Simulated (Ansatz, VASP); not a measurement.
**Two plane-wave programs on C**

```
C
1.0
     2.47000    0.00000    0.00000
    -1.23500    2.13908    0.00000
     0.00000    0.00000    6.79000
C
4
Direct
  0.00000 0.00000 0.00000
  0.00000 0.00000 0.50000
  0.33333 0.66667 0.00500
  0.66667 0.33333 0.50500
```

Alike in both runs: task relaxation of cell and atoms; functional PBEsol; k mesh 14 × 14 × 6; occupations fermi-dirac, width 0.1 eV; no spin polarisation.

|  | VASP | Ansatz |
| --- | --- | --- |
| version | VASP 6.6.1 | Ansatz 0.2.0 |
| potentials or method | VASP PAW PBE potentials, release 64 (C_h) | PAW with Ansatz's default frozen-core files, scalar-relativistic |
| plane-wave cutoff (eV) | 910 | 420 |
| valence electrons in the cell | 16 | 16 |

```csv
,VASP,Ansatz,Ansatz less VASP
relaxed volume (Å³/atom),9.16,9.49,+0.322
relaxed cell length with the largest relative difference (Å),7.001,7.247,+0.2460
```

VASP's potentials were made for PBE, not for PBEsol.

Noted on VASP's run: the cutoff is short for stress, so the pressure is rough.
